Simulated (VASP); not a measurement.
AgBr, 2 atoms in the cell. Symmetry: Fm-3m, No. 225, cubic system. Conventional cell: a = 5.816 Å, b = 5.816 Å, c = 5.816 Å, α = 90.00°, β = 90.00°, γ = 90.00°. Within 3.8 Å of Ag (site symmetry m-3m) lie 6 Br at 2.91 Å. Br (site symmetry m-3m) has 6 Ag at 2.91 Å within 3.8 Å. 

- Program: VASP 6.6.1
- Task: single point
- Functional: BLYP
- Potentials or basis: VASP PAW PBE potentials, release 64 (Ag, Br)
- Cutoff: 500 eV
- k mesh: 8 × 8 × 8
- Occupations: fermi-dirac, width 0.05 eV
- Spin: no spin polarisation
- Dipole correction: no
- Further INCAR settings: ALGO = Normal; EDIFF = 1e-06; NBANDS = 16

Potentials or basis: VASP PAW PBE potentials, release 64 (Ag, Br).

The run is started by

```console
$ cat potpaw_PBE.64/Ag/POTCAR potpaw_PBE.64/Br/POTCAR > POTCAR
$ mpirun -np 1 vasp_std > vasp.out
```

Hardware: 1 thread of Intel(R) Xeon(R) Platinum 8488C (Sapphire Rapids) (shared host).

Q: How long does it take, and how much memory?

A: It took 28 s on 1 thread of Intel(R) Xeon(R) Platinum 8488C (Sapphire Rapids) (shared host), peak memory 0.17 GiB. Counts: scf iterations 12, k points 29.
